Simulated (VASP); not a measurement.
# Os (P6_3/mmc) in VASP: further runs

Os is run at these levels: PBEsol; tasks: single point, relaxation of cell and atoms.

Everything below comes from runs of VASP 6.6.1. Logs are shortened: lines on timing, memory, paths and dates and some standing lists are left out, and cuts for length are marked.

## Step 1: The cell of the first run

It takes space group P6_3/mmc (No. 194, hexagonal). Conventional cell: a = 2.733 Å, b = 2.733 Å, c = 4.297 Å, α = 90.00°, β = 90.00°, γ = 120.00°. Os (site symmetry -6m2) has 12 Os at 2.67 to 2.73 Å within 3.5 Å.

## Step 2: Single point, PBEsol

The input, INCAR:

```
SYSTEM = Os
ALGO = Normal
EDIFF = 1E-7
ENCUT = 520
GGA = PS
ISIF = 2
ISMEAR = 1
LASPH = .TRUE.
LCHARG = .TRUE.
LELF = .TRUE.
LREAL = .FALSE.
LVHAR = .TRUE.
LWAVE = .FALSE.
NBANDS = 15
NELM = 80
PREC = Accurate
SIGMA = 0.05
```

The input, KPOINTS:

```
k-points
0
G
  10 10 6
  0 0 0
```

The input, POSCAR:

```
Os
1.0
    2.7328386698      0.0000000000      0.0000000000
   -1.3664193349      2.3667077125      0.0000000000
    0.0000000000      0.0000000000      4.2974402264
Os
2
Direct
    0.3333333333      0.6666666667      0.2500000000
    0.6666666667      0.3333333333      0.7500000000
```

Potentials or basis: VASP PAW PBE potentials, release 64 (Os).

Started as:

```console
$ cat potpaw_PBE.64/Os/POTCAR > POTCAR
$ mpirun -np 1 vasp_std > vasp.out
```

OUTCAR:

```text
SYSTEM = Os
   EDIFF = 1E-7
   ENCUT = 520
   GGA = PS
   ISIF = 2
   ISMEAR = 1
   LASPH = .TRUE.
   LREAL = .FALSE.
   NELM = 80
   PREC = Accurate

 ion  position               nearest neighbor table
   1  0.333  0.667  0.250-   2 2.67   2 2.67   2 2.67   2 2.67   2 2.67   2 2.67
   2  0.667  0.333  0.750-   1 2.67   1 2.67   1 2.67   1 2.67   1 2.67   1 2.67

  LATTYP: Found a hexagonal cell.
 ALAT       =     2.7328386698
 C/A-ratio  =     1.5725188149

  Lattice vectors:

 A1 = (   2.7328386698,   0.0000000000,   0.0000000000)
 A2 = (  -1.3664193349,   2.3667077125,   0.0000000000)
 A3 = (   0.0000000000,   0.0000000000,   4.2974402264)

Analysis of symmetry for initial positions (statically):
=====================================================================
 Subroutine PRICEL returns:
 Original cell was already a primitive cell.

 Routine SETGRP: Setting up the symmetry group for a
 hexagonal supercell.

 Subroutine GETGRP returns: Found 24 space group operations
 (whereof 12 operations were pure point group operations)
 out of a pool of 24 trial point group operations.

The static configuration has the point symmetry D_3d.
 The point group associated with its full space group is D_6h.

Analysis of symmetry for dynamics (positions and initial velocities):
=====================================================================
 Subroutine PRICEL returns:
 Original cell was already a primitive cell.

 Routine SETGRP: Setting up the symmetry group for a
 hexagonal supercell.

 Subroutine GETGRP returns: Found 24 space group operations
 (whereof 12 operations were pure point group operations)
 out of a pool of 24 trial point group operations.

The dynamic configuration has the point symmetry D_3d.
 The point group associated with its full space group is D_6h.

 Subroutine INISYM returns: Found 24 space group operations
 (whereof 12 operations are pure point group operations),
 and found     1 'primitive' translations

----------------------------------------------------------------------------------------

                                     Primitive cell

  volume of cell :      27.7951

  direct lattice vectors                    reciprocal lattice vectors
     2.732838670  0.000000000  0.000000000     0.365919881  0.211263942  0.000000000
    -1.366419335  2.366707712  0.000000000     0.000000000  0.422527883  0.000000000
     0.000000000  0.000000000  4.297440226     0.000000000  0.000000000  0.232696663

  length of vectors
     2.732838670  2.732838670  4.297440226     0.422527883  0.422527883  0.232696663

  position of ions in fractional coordinates (direct lattice)
     0.333333333  0.666666667  0.250000000
     0.666666667  0.333333333  0.750000000

  ion indices of the primitive-cell ions
   primitive index   ion index
                 1           1
                 2           2

----------------------------------------------------------------------------------------

 KPOINTS: k-points

Automatic generation of k-mesh.
 Grid dimensions read from file:
 generate k-points for:   10   10    6

 Generating k-lattice:

  Cartesian coordinates                     Fractional coordinates (reciprocal lattice)
     0.036591988  0.021126394  0.000000000     0.100000000  0.000000000  0.000000000
     0.000000000  0.042252788  0.000000000     0.000000000  0.100000000  0.000000000
     0.000000000  0.000000000  0.038782777     0.000000000  0.000000000  0.166666667

  Length of vectors
     0.042252788  0.042252788  0.038782777

  Shift w.r.t. Gamma in fractional coordinates (k-lattice)
     0.000000000  0.000000000  0.000000000

 Subroutine IBZKPT returns following result:
 ===========================================

 Found     56 irreducible k-points:

 Following reciprocal coordinates:
            Coordinates               Weight
  0.000000  0.000000  0.000000      1.000000
  0.100000  0.000000  0.000000      6.000000
  0.200000  0.000000  0.000000      6.000000
  0.300000 -0.000000  0.000000      6.000000
  0.400000  0.000000  0.000000      6.000000
  0.500000  0.000000  0.000000      3.000000
[... 16 lines left out ...]
  0.300000  0.100000  0.166667     24.000000
  0.400000  0.100000  0.166667     24.000000
 [... further k-points ...]
   k-points           NKPTS =     56   k-points in BZ     NKDIM =     56   number of bands    NBANDS=     15
   number of dos      NEDOS =    301   number of ions     NIONS =      2
   total plane-waves  NPLWV =  12800
   dimension x,y,z NGX =    20 NGY =   20 NGZ =   32
   dimension x,y,z NGXF=    40 NGYF=   40 NGZF=   64
   ions per type =               2
   NGX,Y,Z   is equivalent  to a cutoff of  12.17, 12.17, 12.38 a.u.
   NGXF,Y,Z  is equivalent  to a cutoff of  24.33, 24.33, 24.76 a.u.
 SYSTEM =  Os
   PREC   = accura    normal or accurate (medium, high low for compatibility)
   ISTART =      0    job   : 0-new  1-cont  2-samecut
   ICHARG =      2    charge: 1-file 2-atom 10-const
   ISPIN  =      1    spin polarized calculation?
   LNONCOLLINEAR =      F non collinear calculations
   LSORBIT =      F    spin-orbit coupling
   LASPH  =      T    aspherical Exc in radial PAW
   ENCUT  =  520.0 eV  38.22 Ry    6.18 a.u.   5.08  5.08  7.99*2*pi/ulx,y,z
   NELM   =     80;   NELMIN=  2; NELMDL= -5     # of ELM steps
   EDIFF  = 0.1E-06   stopping-criterion for ELM
   LREAL  =      F    real-space projection
   EDIFFG = 0.1E-05   stopping-criterion for IOM
   NSW    =      0    number of steps for IOM
   IBRION =     -1    ionic relax: 0-MD 1-quasi-New 2-CG
   NFREE  =      0    steps in history (QN), initial steepest desc. (CG)
   ISIF   =      2    stress and relaxation
   ISYM   =      2    0-nonsym 1-usesym 2-fastsym
   POTIM  = 0.5000    time-step for ionic-motion
   TEBEG  =    0.0;   TEEND  =   0.0 temperature during run
   PSTRESS=    0.0 pullay stress
   NELECT =      16.0000    total number of electrons
   NUPDOWN=      -1.0000    fix difference up-down
   EMIN   =  10.00;   EMAX   =-10.00  energy-range for DOS
   EFERMI =   0.00;   METHOD = LEGACY
   ISMEAR =     1;   SIGMA  =   0.05  broadening in eV -4-tet -1-fermi 0-gaus
   EFERMI_NEDOS =   21; number of points for ismear=-14 and -15
   IALGO  =     38    algorithm
   IMIX   =      4    mixing-type and parameters
     AMIX     =   0.40;   BMIX     =  1.00
     AMIX_MAG =   1.60;   BMIX_MAG =  1.00
  volume/ion in A,a.u.               =      13.90        93.79
  Fermi-wavevector in a.u.,A,eV,Ry     =   1.361838  2.573500 25.233389  1.854602
  Thomas-Fermi vector in A             =   2.488379
   LORBIT       =      0    0 simple, 1 ext, 2 COOP (PROOUT), +10 PAW based schemes
   GGA     = PS    functional components
   LHFCALC =     F    Hartree Fock is set to
   AEXX    =    0.0000 exact exchange contribution
   IVDW    =     0    specifies the selected vdW correction
   LEPSILON=     F    determine dielectric tensor
   LRPA    =     F    only Hartree local field effects (RPA)
 non-spin polarized calculation
 Methfessel and Paxton  Order N= 1 SIGMA  =   0.05
  energy-cutoff  :      520.00
  volume of cell :       27.80
 maximum number of plane-waves:       768
   NGX = 11   NGY = 11   NGZ = 15

 number of electron      15.9999998 magnetization

 Free energy of the ion-electron system (eV)
  ---------------------------------------------------
  ext. energy  EPLUGINS =         0.00000000
  ---------------------------------------------------
  free energy    TOTEN  =       -24.46484240 eV

  energy without entropy =      -24.46507498  energy(sigma->0) =      -24.46491993

 E-fermi :   9.5283     XC(G=0): -14.1916

 val. band max:        9.5236554467   @ k =   0.1000   0.1000   0.3333
 cond. band min:       9.5347067221   @ k =   0.4000   0.0000   0.3333
 fundamental gap:      0.0110512754
 Fermi energy:         9.5283451050

 k-point     1 :       0.0000    0.0000    0.0000
  band No.  band energies     occupation
      1      -1.6477      2.00000
      2       1.5170      2.00000
      3       6.2955      2.00000
      4       6.2955      2.00000
      5       6.6131      2.00000
      6       7.1632      2.00000
      7       7.1632      2.00000
      8       7.7813      2.00000
      9       7.7813      2.00000
     10       9.4602      2.06603
     11      11.1126      0.00000
     12      11.1126      0.00000
     13      18.5816      0.00000
     14      23.4150      0.00000
     15      26.2493      0.00000

 k-point     2 :       0.1000    0.0000    0.0000
  band No.  band energies     occupation
      1      -1.2454      2.00000
      2       1.8670      2.00000
      3       5.6728      2.00000
      4       6.6530      2.00000
      5       6.9037      2.00000
      6       7.1779      2.00000
      7       7.1965      2.00000
      8       7.4961      2.00000
      9       7.5045      2.00000
     10       8.2789      2.00000
     11      11.3059      0.00000
     12      12.9966      0.00000
     13      18.5455      0.00000
     14      24.2269      0.00000
     15      26.7454      0.00000

 k-point     3 :       0.2000    0.0000    0.0000
  band No.  band energies     occupation
      1      -0.1563      2.00000
      2       2.6183      2.00000
      3       5.0037      2.00000
      4       5.5473      2.00000
      5       6.4463      2.00000
      6       6.9091      2.00000
      7       7.6654      2.00000
      8       7.6787      2.00000
      9       8.0633      2.00000
     10       8.4414      2.00000
     11      11.6757      0.00000
     12      15.6730      0.00000
     13      18.3145      0.00000
     14      24.9905      0.00000
     15      26.5601      0.00000

 k-point     4 :       0.3000   -0.0000    0.0000
  band No.  band energies     occupation
      1       1.1878      2.00000
      2       2.7309      2.00000
      3       4.1069      2.00000
      4       5.1608      2.00000
      5       6.3190      2.00000
      6       6.4983      2.00000
      7       7.2352      2.00000
      8       9.1990      2.00000
      9       9.4524      2.05367
     10       9.8177     -0.00000
     11      11.9760      0.00000
     12      17.9646      0.00000
     13      18.3190      0.00000
     14      21.7275      0.00000
     15      24.8394      0.00000
[... 307 lines left out ...]
 k-point    22 :       0.2000    0.1000    0.1667
  band No.  band energies     occupation
      1       0.9935      2.00000
      2       3.2587      2.00000
      3       4.3134      2.00000
      4       4.7193      2.00000
      5       5.9798      2.00000
      6       6.6197      2.00000
      7       7.2386      2.00000
      8       8.4328      2.00000
      9       9.1737      2.00000
     10       9.5850     -0.06805
     11      11.6198      0.00000
     12      15.4145      0.00000
     13      20.0395      0.00000
     14      23.9620      0.00000
     15      25.0829      0.00000

 k-point    23 :       0.3000    0.1000    0.1667
  band No.  band energies     occupation
      1       1.9002      2.00000
      2       2.9905      2.00000
      3       3.7388      2.00000
      4       4.8213      2.00000
      5       6.0633      2.00000
      6       6.7242      2.00000
      7       7.3066      2.00000
      8       9.5591      0.14731
      9      10.6420      0.00000
     10      10.8821      0.00000
     11      12.0222      0.00000
     12      16.5698      0.00000
     13      19.0268      0.00000
     14      22.2071      0.00000
     15      22.7122      0.00000

 k-point    24 :       0.4000    0.1000    0.1667
  band No.  band energies     occupation
      1       2.0000      2.00000
      2       2.6020      2.00000
      3       3.8071      2.00000
      4       4.7790      2.00000
      5       5.8479      2.00000
      6       7.4946      2.00000
      7       7.8163      2.00000
      8      10.8800      0.00000
      9      11.3434      0.00000
     10      11.7000      0.00000
     11      13.2346      0.00000
     12      15.8371      0.00000
     13      18.4562      0.00000
     14      20.5068      0.00000
     15      21.6201      0.00000

 [... further k-points ...]
[... 5 lines left out ...]
  --------------------------------------------------------------------------------------
  -------------------------------------------------------------------------------------
  Total        0.0883010      0.0883010      0.0598760     -0.0000000      0.0000000      0.0000000
  in kB        5.0898822      5.0898822      3.4513985     -0.0000000      0.0000000      0.0000000
  external PRESSURE =       4.5437210 kB  Pullay stress =       0.0000000 kB

 VOLUME and BASIS-vectors are now :
 -----------------------------------------------------------------------------
  energy-cutoff  :      520.00
  volume of cell :       27.80
      direct lattice vectors                 reciprocal lattice vectors
     2.732838670  0.000000000  0.000000000     0.365919881  0.211263942  0.000000000
    -1.366419335  2.366707712  0.000000000     0.000000000  0.422527883  0.000000000
     0.000000000  0.000000000  4.297440226     0.000000000  0.000000000  0.232696663

 POSITION                                       TOTAL-FORCE (eV/Angst)
 -----------------------------------------------------------------------------------
     -0.00000      1.57781      1.07436        -0.000000      0.000000      0.000000
      1.36642      0.78890      3.22308         0.000000     -0.000000      0.000000
 -----------------------------------------------------------------------------------
    total drift:                                0.000000     -0.000000     -0.000000

  FREE ENERGIE OF THE ION-ELECTRON SYSTEM (eV)
  ---------------------------------------------------
  free  energy   TOTEN  =       -24.4648424011 eV

  energy  without entropy=      -24.4650749779  energy(sigma->0) =      -24.46491993
```

Run time: 8 s. Hardware: 1 thread of Intel Xeon 6975P-C (Granite Rapids), shared host; peak memory 0.15 GiB.

Results:

- Free energy: -24.4648 eV
- Pressure: 0.5 GPa
- Band gap on the k mesh: zero (band 8 reaches 11.43 eV, above the bottom of band 9 at 7.50 eV)

Caveat: the PAW data sets were made with another functional, which shifts forces and pressure a little; spin-orbit coupling is left out, which moves the levels of the heavy elements.

## Step 3: Relaxation of cell and atoms, PBEsol

This run uses another cell than the first one, of the same volume but with other edges.

The input, INCAR:

```
ALGO     = Normal         # electronic algorithm
EDIFF    = 1E-7           # SCF threshold, eV
EDIFFG   = -0.03          # ionic threshold
ENCUT    = 600            # plane-wave cutoff, eV
GGA      = PS             # functional
IBRION   = 2              # ionic algorithm
ISIF     = 3              # what is computed and relaxed
ISMEAR   = 1              # smearing method
LASPH    = True           # aspherical terms in the spheres
LCHARG   = False          # write CHGCAR
LREAL    = False          # projectors in reciprocal space
LWAVE    = False          # write WAVECAR
NELM     = 80             # most SCF steps
NSW      = 80             # ionic steps
PREC     = Accurate       # precision mode
SIGMA    = 0.05           # smearing width, eV
```

The input, KPOINTS:

```
k-points
0
Gamma
  10 10 6
```

The input, POSCAR:

```
Os
1.0
    2.7000000000      0.0000000000      0.0000000000
   -1.3500000000      2.3382685902      0.0000000000
    0.0000000000      0.0000000000      4.4091000000
Os
2
Direct
    0.3333333333      0.6666666667      0.2500000000
    0.6666666667      0.3333333333      0.7500000000
```

Potentials or basis: VASP PAW PBE potentials, release 64 (Os).

Started as:

```console
$ cat potpaw_PBE.64/Os/POTCAR > POTCAR
$ mpirun -np 1 vasp_std > vasp.out
```

Run time: 17 s. Hardware: 1 thread of Intel Xeon 6975P-C (Granite Rapids), shared host; peak memory 0.17 GiB.

It converged, with:

```
Free energy                            : -24.4657 eV
Relaxed volume                         : 13.91 Å³/atom
Relaxed cell                           : a = 2.734 Å, b = 2.734 Å, c = 4.297 Å, α = 90.00°, β = 90.00°, γ = 120.00°
Space group after relaxing (to 0.05 Å) : P6_3/mmc (No. 194)
Energy gained by relaxing              : 27.6 meV/atom
Ionic steps                            : 3
Pressure after relaxing                : 0.2 GPa
Band gap on the k mesh                 : zero (band 8 reaches 11.41 eV, above the bottom of band 9 at 7.49 eV)
```

The path:
```
step  energy change (eV)  largest force (eV/Å)  pressure (GPa)  volume (Å³)
   1              0.0000                0.0000           -0.03        27.84
   2              0.1006                0.0000            5.56        27.72
   3             -0.0552                0.0000            0.23        27.82
```

Final structure:
```cif
data_structure
_symmetry_space_group_name_H-M 'P 1'
_symmetry_Int_Tables_number 1
_cell_length_a 2.7340
_cell_length_b 2.7340
_cell_length_c 4.2975
_cell_angle_alpha 90.000
_cell_angle_beta 90.000
_cell_angle_gamma 120.000
_cell_volume 27.82
loop_
_atom_site_label
_atom_site_type_symbol
_atom_site_fract_x
_atom_site_fract_y
_atom_site_fract_z
_atom_site_occupancy
Os1 Os 0.33333 0.66667 0.25000 1
Os2 Os 0.66667 0.33333 0.75000 1
```

Levels at points of the mesh, in eV from the Fermi level:
| k point | band 5 | band 6 | band 7 | band 8 | band 9 | band 10 | band 11 | band 12 |
| --- | --- | --- | --- | --- | --- | --- | --- | --- |
| (0.00, 0.00, 0.00) | -2.91 | -2.36 | -2.36 | -1.75 | -1.75 | -0.06 | 1.58 | 1.58 |
| (0.50, 0.00, 0.00) | -3.10 | -2.69 | -2.00 | 1.90 | 2.48 | 2.66 | 4.31 | 5.60 |
| (0.00, 0.00, 0.50) | -3.44 | -3.44 | -3.44 | -3.44 | 0.79 | 0.79 | 0.79 | 0.79 |
| (0.50, 0.00, 0.50) | -1.37 | -1.37 | -0.31 | -0.31 | 2.25 | 2.25 | 3.20 | 3.20 |

Caveat: the PAW data sets were made with another functional, which shifts forces and pressure a little; spin-orbit coupling is left out, which moves the levels of the heavy elements.
